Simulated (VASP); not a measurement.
# Si5Sn (P6/mmm) in VASP: a series of runs

Runs on Si5Sn. Level: PBE. Tasks: single point, relaxation of cell and atoms.

Program: VASP 6.6.1. These are calculated values, not measurements. Logs are shortened: lines on timing, memory, paths and dates and some standing lists are left out, and cuts for length are marked.

## 1. The cell of the first run

The structure is hexagonal, space group P6/mmm (No. 191). The conventional cell has a = 3.927 Å, b = 3.927 Å, c = 8.340 Å, α = 90.00°, β = 90.00°, γ = 120.00°. Within 2.6 Å of Si (site symmetry mmm) lie 2 Sn at 1.96 Å and 4 Si at 1.96 Å. Si (site symmetry 6mm) has 7 Si at 2.64 to 3.46 Å and 1 Sn at 2.85 Å within 3.5 Å. Sn (site symmetry 6/mmm) has 6 Si at 1.96 Å within 2.6 Å.

The cell was generated, and may not be a known phase.

## 2. Single point, PBE

Input file INCAR:

```
SYSTEM = Si5Sn
PREC     = Accurate       ! precision mode
ENCUT    = 520            ! plane-wave cutoff, eV
EDIFF    = 1E-7           ! SCF threshold, eV
ISMEAR   = 0              ! smearing method
SIGMA    = 0.1            ! smearing width, eV
LREAL    = .False.        ! projectors in reciprocal space
LASPH    = .True.         ! aspherical terms in the spheres
NELM     = 60             ! most SCF steps
ALGO     = Normal         ! electronic algorithm
ISIF     = 2              ! what is computed and relaxed
LWAVE    = .False.        ! write WAVECAR
LCHARG   = .False.        ! write CHGCAR
GGA      = PE             ! functional
NBANDS   = 26             ! bands
```

Input file KPOINTS:

```
regular mesh
0
Gamma
  6 6 2
  0 0 0
```

Input file POSCAR:

```
Si5Sn
1.0
    3.9266100200      0.0000000000      0.0000000000
   -1.9633050100      3.4005440300      0.0000000000
    0.0000000000      0.0000000000      8.3400603800
Si Sn
5 1
Direct
    0.5000000000      0.0000000000      0.5000000000
    0.0000000000      0.5000000000      0.5000000000
    0.5000000000      0.5000000000      0.5000000000
    0.0000000000      0.0000000000      0.8418738700
    0.0000000000      0.0000000000      0.1581261300
    0.0000000000      0.0000000000      0.5000000000
```

Potentials or basis: VASP PAW PBE potentials, release 64 (Si, Sn_d).

Run with:

```bash
$ cat potpaw_PBE.64/Si/POTCAR potpaw_PBE.64/Sn_d/POTCAR > POTCAR
$ mpirun -np 1 vasp_std > vasp.out
```

OUTCAR:

```text
SYSTEM = Si5Sn
   PREC = Accurate
   ENCUT = 520
   EDIFF = 1E-7
   ISMEAR = 0
   LREAL = .False.
   LASPH = .True.
   NELM = 60
   ISIF = 2
   GGA = PE

 ion  position               nearest neighbor table
   1  0.500  0.000  0.500-   6 1.96   6 1.96   2 1.96   3 1.96   3 1.96   2 1.96   6 3.40   6 3.40

   2  0.000  0.500  0.500-   3 1.96   3 1.96   6 1.96   6 1.96   1 1.96   1 1.96   6 3.40   6 3.40

   3  0.500  0.500  0.500-   2 1.96   2 1.96   6 1.96   1 1.96   1 1.96   6 1.96   6 3.40   6 3.40

   4  0.000  0.000  0.842-   5 2.64   6 2.85
   5  0.000  0.000  0.158-   4 2.64   6 2.85
   6  0.000  0.000  0.500-   1 1.96   1 1.96   3 1.96   2 1.96   2 1.96   3 1.96   5 2.85   4 2.85
                             2 3.40   3 3.40   2 3.40   3 3.40   1 3.40   1 3.40

  LATTYP: Found a hexagonal cell.
 ALAT       =     3.9266100200
 C/A-ratio  =     2.1239848973

  Lattice vectors:

 A1 = (   3.9266100200,   0.0000000000,   0.0000000000)
 A2 = (  -1.9633050100,   3.4005440300,   0.0000000000)
 A3 = (   0.0000000000,   0.0000000000,   8.3400603800)

Analysis of symmetry for initial positions (statically):
=====================================================================
 Subroutine PRICEL returns:
 Original cell was already a primitive cell.

 Routine SETGRP: Setting up the symmetry group for a
 hexagonal supercell.

 Subroutine GETGRP returns: Found 24 space group operations
 (whereof 24 operations were pure point group operations)
 out of a pool of 24 trial point group operations.

The static configuration has the point symmetry D_6h.

Analysis of symmetry for dynamics (positions and initial velocities):
=====================================================================
 Subroutine PRICEL returns:
 Original cell was already a primitive cell.

 Routine SETGRP: Setting up the symmetry group for a
 hexagonal supercell.

 Subroutine GETGRP returns: Found 24 space group operations
 (whereof 24 operations were pure point group operations)
 out of a pool of 24 trial point group operations.

The dynamic configuration has the point symmetry D_6h.

 Subroutine INISYM returns: Found 24 space group operations
 (whereof 24 operations are pure point group operations),
 and found     1 'primitive' translations

----------------------------------------------------------------------------------------

                                     Primitive cell

[... 89 lines left out ...]
   EDIFFG = 0.1E-05   stopping-criterion for IOM
   NSW    =      0    number of steps for IOM
   IBRION =     -1    ionic relax: 0-MD 1-quasi-New 2-CG
   NFREE  =      0    steps in history (QN), initial steepest desc. (CG)
   ISIF   =      2    stress and relaxation
   ISYM   =      2    0-nonsym 1-usesym 2-fastsym
   POTIM  = 0.5000    time-step for ionic-motion
   TEBEG  =    0.0;   TEEND  =   0.0 temperature during run
   PSTRESS=    0.0 pullay stress
   NELECT =      34.0000    total number of electrons
   NUPDOWN=      -1.0000    fix difference up-down
   EMIN   =  10.00;   EMAX   =-10.00  energy-range for DOS
   EFERMI =   0.00;   METHOD = LEGACY
   ISMEAR =     0;   SIGMA  =   0.10  broadening in eV -4-tet -1-fermi 0-gaus
   EFERMI_NEDOS =   21; number of points for ismear=-14 and -15
   IALGO  =     38    algorithm
   IMIX   =      4    mixing-type and parameters
     AMIX     =   0.40;   BMIX     =  1.00
     AMIX_MAG =   1.60;   BMIX_MAG =  1.00
  volume/ion in A,a.u.               =      18.56       125.25
  Fermi-wavevector in a.u.,A,eV,Ry     =   1.102358  2.083155 16.533708  1.215193
  Thomas-Fermi vector in A             =   2.238800
   LORBIT       =      0    0 simple, 1 ext, 2 COOP (PROOUT), +10 PAW based schemes
   GGA     = PE    functional components
   LHFCALC =     F    Hartree Fock is set to
   AEXX    =    0.0000 exact exchange contribution
   IVDW    =     0    specifies the selected vdW correction
   LEPSILON=     F    determine dielectric tensor
   LRPA    =     F    only Hartree local field effects (RPA)
 non-spin polarized calculation
 Gauss-broadening in eV      SIGMA  =   0.10
  energy-cutoff  :      520.00
  volume of cell :      111.36
 maximum number of plane-waves:      3025
 NGX is ok and might be reduce to    30
   NGX = 15   NGY = 15   NGZ = 31

 number of electron      34.0000000 magnetization

 Free energy of the ion-electron system (eV)
  ---------------------------------------------------
  ext. energy  EPLUGINS =         0.00000000
  ---------------------------------------------------
  free energy    TOTEN  =         5.94052029 eV

  energy without entropy =        5.96394357  energy(sigma->0) =        5.95223193

 E-fermi :   7.5888     XC(G=0):  -9.7532

 val. band max:        7.5423400913   @ k =   0.1667   0.0000   0.5000
 cond. band min:       7.6240769000   @ k =   0.5000   0.0000   0.0000
 fundamental gap:      0.0817368087
 Fermi energy:         7.5887845325

 k-point     1 :       0.0000    0.0000    0.0000
  band No.  band energies     occupation
      1     -18.3536      2.00000
      2     -18.3536      2.00000
      3     -17.6708      2.00000
      4     -17.0137      2.00000
      5     -17.0137      2.00000
      6     -11.0552      2.00000
[... 395 lines left out ...]
     25      13.6611      0.00000
     26      13.9229      0.00000

------------------------ aborting loop because EDIFF is reached ----------------------------------------

  FORCE on cell =-STRESS in cart. coord.  units (eV):
  Direction    XX          YY          ZZ          XY          YZ          ZX
  --------------------------------------------------------------------------------------
  -------------------------------------------------------------------------------------
  Total      118.9094626    118.9094628      0.6784080      0.0000000     -0.0000000      0.0000000
  in kB     1710.7700207   1710.7700227      9.7603673      0.0000000     -0.0000000      0.0000000
  external PRESSURE =    1143.7668036 kB  Pullay stress =       0.0000000 kB

 VOLUME and BASIS-vectors are now :
 -----------------------------------------------------------------------------
  energy-cutoff  :      520.00
  volume of cell :      111.36
      direct lattice vectors                 reciprocal lattice vectors
     3.926610020  0.000000000  0.000000000     0.254672604  0.147035297  0.000000000
    -1.963305010  3.400544030  0.000000000     0.000000000  0.294070593  0.000000000
     0.000000000  0.000000000  8.340060380     0.000000000  0.000000000  0.119903209

 POSITION                                       TOTAL-FORCE (eV/Angst)
 -----------------------------------------------------------------------------------
      1.96331      0.00000      4.17003         0.000000      0.000000      0.000000
     -0.98165      1.70027      4.17003         0.000000      0.000000      0.000000
      0.98165      1.70027      4.17003         0.000000      0.000000      0.000000
      0.00000      0.00000      7.02128        -0.000000      0.000000      2.042336
      0.00000      0.00000      1.31878         0.000000     -0.000000     -2.042336
      0.00000      0.00000      4.17003         0.000000      0.000000      0.000000
 -----------------------------------------------------------------------------------
    total drift:                               -0.000000     -0.000000      0.000000

  FREE ENERGIE OF THE ION-ELECTRON SYSTEM (eV)
  ---------------------------------------------------
  free  energy   TOTEN  =         5.9405202930 eV

  energy  without entropy=        5.9639435678  energy(sigma->0) =        5.95223193
```

stdout:

```text
POSCAR found type information on POSCAR SiSn
 POSCAR found :  2 types and       6 ions
 scaLAPACK will be used
 LDA part: xc-table for (Slater+PW92), standard interpolation
 POSCAR, INCAR and KPOINTS ok, starting setup
 FFT: planning ... GRIDC
 FFT: planning ... GRID_SOFT
 FFT: planning ... GRID
 WAVECAR not read
 entering main loop
```

It took 62 s on 1 thread of AMD EPYC 7R43 (Zen 3), shared host; peak memory 0.19 GiB.

Results:

```yaml
Free_energy: 5.9405 eV
Pressure: 114.4 GPa
Largest_force: 2.042 eV/Å
Band_gap_on_the_k_mesh: zero (bands 17 and 18 overlap by 2.74 eV)
```

Forces on the atoms (eV/Å):
```
Si   0.000  0.000  0.000
Si   0.000  0.000  0.000
Si   0.000  0.000  0.000
Si   0.000  0.000  2.042
Si   0.000  0.000 -2.042
Sn   0.000  0.000  0.000
```

Caveat: the k points lie up to 0.38 Å⁻¹ apart, too coarse for converged energies and pressures of a metal; spin-orbit coupling is left out, which moves the levels of the heavy elements; forces of over 1 eV/Å act on the atoms, so gaps and moduli don't describe the material at rest.

## 3. Single point, PBE

This run uses another cell than the first one, of 32.97 Å³/atom.

Input file INCAR:

```
SYSTEM = Si5Sn
ALGO     = Normal         ! electronic algorithm
EDIFF    = 1E-7           ! SCF threshold, eV
ENCUT    = 520            ! plane-wave cutoff, eV
GGA      = PE             ! functional
ISIF     = 2              ! what is computed and relaxed
ISMEAR   = 0              ! smearing method
LASPH    = .TRUE.         ! aspherical terms in the spheres
LCHARG   = .FALSE.        ! write CHGCAR
LREAL    = .FALSE.        ! projectors in reciprocal space
LWAVE    = .FALSE.        ! write WAVECAR
NBANDS   = 26             ! bands
NELM     = 100            ! most SCF steps
PREC     = Accurate       ! precision mode
SIGMA    = 0.1            ! smearing width, eV
```

Input file KPOINTS:

```
k-points
0
G
  6 6 2
  0 0 0
```

Input file POSCAR:

```
Si5Sn
1.0
    5.5796063954      0.0000000000      0.0000000000
   -2.7898031977      4.8320808815      0.0000000000
    0.0000000000      0.0000000000      7.3369394240
Si Sn
5 1
Direct
    0.5000000000      0.0000000000      0.5000000000
    0.0000000000      0.5000000000      0.5000000000
    0.5000000000      0.5000000000      0.5000000000
    0.0000000000      0.0000000000      0.8536747480
    0.0000000000      0.0000000000      0.1463252520
    0.0000000000      0.0000000000      0.5000000000
```

Potentials or basis: VASP PAW PBE potentials, release 64 (Si, Sn_d).

Run with:

```bash
$ cat potpaw_PBE.64/Si/POTCAR potpaw_PBE.64/Sn_d/POTCAR > POTCAR
$ mpirun -np 1 vasp_std > vasp.out
```

It took 87 s on 1 thread of AMD EPYC 7R43 (Zen 3), shared host; peak memory 0.28 GiB.

It converged, with:

```
Free energy            : -22.6856 eV
Pressure               : -0.1 GPa
Largest force          : 0.008 eV/Å
Band gap on the k mesh : zero (bands 17 and 18 overlap by 1.11 eV)
```

Forces in eV/Å, atoms in the order of the input:
```
Si   0.000  0.000  0.000
Si   0.000  0.000  0.000
Si   0.000  0.000  0.000
Si   0.000  0.000 -0.008
Si   0.000  0.000  0.008
Sn   0.000  0.000  0.000
```

Levels at points of the mesh, in eV from the Fermi level:
```csv
k point,band 13,band 14,band 15,band 16,band 17,band 18,band 19,band 20,band 21,band 22
"(0.00, 0.00, 0.00)",-4.78,-4.30,-1.28,-0.18,-0.18,0.57,1.41,1.41,1.61,1.61
"(0.50, 0.00, 0.00)",-1.13,-1.07,-1.01,-0.08,-0.07,0.15,0.30,0.32,0.92,2.21
"(0.00, 0.00, 0.50)",-4.30,-4.11,-2.63,-0.71,-0.61,-0.61,1.54,1.54,2.60,2.60
"(0.50, 0.00, 0.50)",-2.32,-0.96,-0.81,-0.24,-0.07,0.11,0.16,0.39,1.84,1.86
```

Caveat: the k points lie up to 0.43 Å⁻¹ apart, too coarse for converged energies and pressures of a metal; spin-orbit coupling is left out, which moves the levels of the heavy elements.

## 4. Single point, PBE

This run uses another cell than the first one, of 33.32 Å³/atom.

Input file INCAR:

```
SYSTEM = Si5Sn
PREC = Accurate
ENCUT = 520
EDIFF = 1E-6
ISMEAR = 0
SIGMA = 0.1
LREAL = .FALSE.
LASPH = .TRUE.
NELM = 100
ALGO = Normal
ISIF = 2
LWAVE = .FALSE.
LCHARG = .FALSE.
GGA = PE
NBANDS = 26
```

Input file KPOINTS:

```
regular mesh
0
G
  6 6 4
  0 0 0
```

Input file POSCAR:

```
Si5Sn
1.0
    5.5430503676      0.0000000000      0.0000000000
   -2.7715251838      4.8004224328      0.0000000000
    0.0000000000      0.0000000000      7.5122179775
Si Sn
5 1
Direct
    0.5000000000      0.0000000000      0.5000000000
    0.0000000000      0.5000000000      0.5000000000
    0.5000000000      0.5000000000      0.5000000000
    0.0000000000      0.0000000000      0.8550174107
    0.0000000000      0.0000000000      0.1449825893
    0.0000000000      0.0000000000      0.5000000000
```

Potentials or basis: VASP PAW PBE potentials, release 64 (Si, Sn_d).

Run with:

```bash
$ cat potpaw_PBE.64/Si/POTCAR potpaw_PBE.64/Sn_d/POTCAR > POTCAR
$ mpirun -np 1 vasp_std > vasp.out
```

OUTCAR:

```text
SYSTEM = Si5Sn
   PREC = Accurate
   ENCUT = 520
   EDIFF = 1E-6
   ISMEAR = 0
   LREAL = .FALSE.
   LASPH = .TRUE.
   NELM = 100
   ISIF = 2
   GGA = PE

 ion  position               nearest neighbor table
   1  0.500  0.000  0.500-   6 2.77   6 2.77   2 2.77   3 2.77   3 2.77   2 2.77
   2  0.000  0.500  0.500-   3 2.77   3 2.77   6 2.77   6 2.77   1 2.77   1 2.77
   3  0.500  0.500  0.500-   2 2.77   2 2.77   6 2.77   1 2.77   1 2.77   6 2.77
   4  0.000  0.000  0.855-   5 2.18   6 2.67
   5  0.000  0.000  0.145-   4 2.18   6 2.67
   6  0.000  0.000  0.500-   4 2.67   5 2.67   1 2.77   1 2.77   3 2.77   2 2.77   2 2.77   3 2.77
[... 811 lines left out ...]
  -------------------------------------------------------------------------------------
  Total       -0.0192229     -0.0192229      0.0199847      0.0000000      0.0000000      0.0000000
  in kB       -0.1540757     -0.1540757      0.1601816      0.0000000      0.0000000      0.0000000
  external PRESSURE =      -0.0493233 kB  Pullay stress =       0.0000000 kB

 VOLUME and BASIS-vectors are now :
 -----------------------------------------------------------------------------
  energy-cutoff  :      520.00
  volume of cell :      199.89
      direct lattice vectors                 reciprocal lattice vectors
     5.543050368  0.000000000  0.000000000     0.180406082  0.104157500  0.000000000
    -2.771525184  4.800422433  0.000000000     0.000000000  0.208315000  0.000000000
     0.000000000  0.000000000  7.512217977     0.000000000  0.000000000  0.133116478

 POSITION                                       TOTAL-FORCE (eV/Angst)
 -----------------------------------------------------------------------------------
      2.77153      0.00000      3.75611        -0.000000      0.000000      0.000000
     -1.38576      2.40021      3.75611        -0.000000      0.000000      0.000000
      1.38576      2.40021      3.75611        -0.000000      0.000000      0.000000
      0.00000      0.00000      6.42308         0.000000      0.000000     -0.023466
      0.00000      0.00000      1.08914         0.000000     -0.000000      0.023466
      0.00000      0.00000      3.75611        -0.000000      0.000000      0.000000
 -----------------------------------------------------------------------------------
    total drift:                                0.000000      0.000000      0.000000

  FREE ENERGIE OF THE ION-ELECTRON SYSTEM (eV)
  ---------------------------------------------------
  free  energy   TOTEN  =       -22.6937351942 eV

  energy  without entropy=      -22.6629101747  energy(sigma->0) =      -22.67832268
```

OSZICAR:

```text
N       E                     dE             d eps       ncg     rms          rms(c)
DAV:   1     0.180697435363E+03    0.18070E+03   -0.13721E+04  1092   0.117E+03
DAV:   2    -0.357776800157E+01   -0.18428E+03   -0.17426E+03  1190   0.247E+02
DAV:   3    -0.224549363095E+02   -0.18877E+02   -0.18270E+02  1412   0.864E+01
DAV:   4    -0.231485389321E+02   -0.69360E+00   -0.68560E+00  1294   0.181E+01
DAV:   5    -0.231744409919E+02   -0.25902E-01   -0.25872E-01  1606   0.343E+00    0.540E+00
DAV:   6    -0.228318619842E+02    0.34258E+00   -0.72991E-01  1284   0.427E+00    0.315E+00
DAV:   7    -0.227369671015E+02    0.94895E-01   -0.41362E-01  1244   0.209E+00    0.200E+00
DAV:   8    -0.226914184470E+02    0.45549E-01   -0.13786E-01  1276   0.180E+00    0.253E-01
DAV:   9    -0.226930184578E+02   -0.16000E-02   -0.21294E-02  1338   0.646E-01    0.162E-01
DAV:  10    -0.226934438170E+02   -0.42536E-03   -0.20285E-03  1394   0.216E-01    0.835E-02
DAV:  11    -0.226936156805E+02   -0.17186E-03   -0.28788E-04  1290   0.939E-02    0.374E-02
DAV:  12    -0.226937286063E+02   -0.11293E-03   -0.13933E-04  1210   0.523E-02    0.969E-03
DAV:  13    -0.226937294924E+02   -0.88608E-06   -0.12001E-05  1248   0.151E-02    0.706E-03
DAV:  14    -0.226937351392E+02   -0.56469E-05   -0.94791E-06  1150   0.107E-02    0.274E-03
DAV:  15    -0.226937351942E+02   -0.54916E-07   -0.42675E-07   812   0.422E-03
   1 F= -.22693735E+02 E0= -.22678323E+02  d E =-.308250E-01
```

Run time: 1.9 min. Hardware: 1 thread of AMD EPYC 7R43 (Zen 3), shared host; peak memory 0.3 GiB.

What came out:

```
Free energy            : -22.6937 eV
Pressure               : 0.0 GPa
Largest force          : 0.023 eV/Å
Band gap on the k mesh : zero (bands 17 and 18 overlap by 0.93 eV)
```

Forces in eV/Å, atoms in the order of the input:
```
Si   0.000  0.000  0.000
Si   0.000  0.000  0.000
Si   0.000  0.000  0.000
Si   0.000  0.000 -0.023
Si   0.000  0.000  0.023
Sn   0.000  0.000  0.000
```

Caveat: spin-orbit coupling is left out, which moves the levels of the heavy elements.

[end of part 1 of 2]

The gap in the log of VASP goes by the Fermi energy; the results here count the filled bands.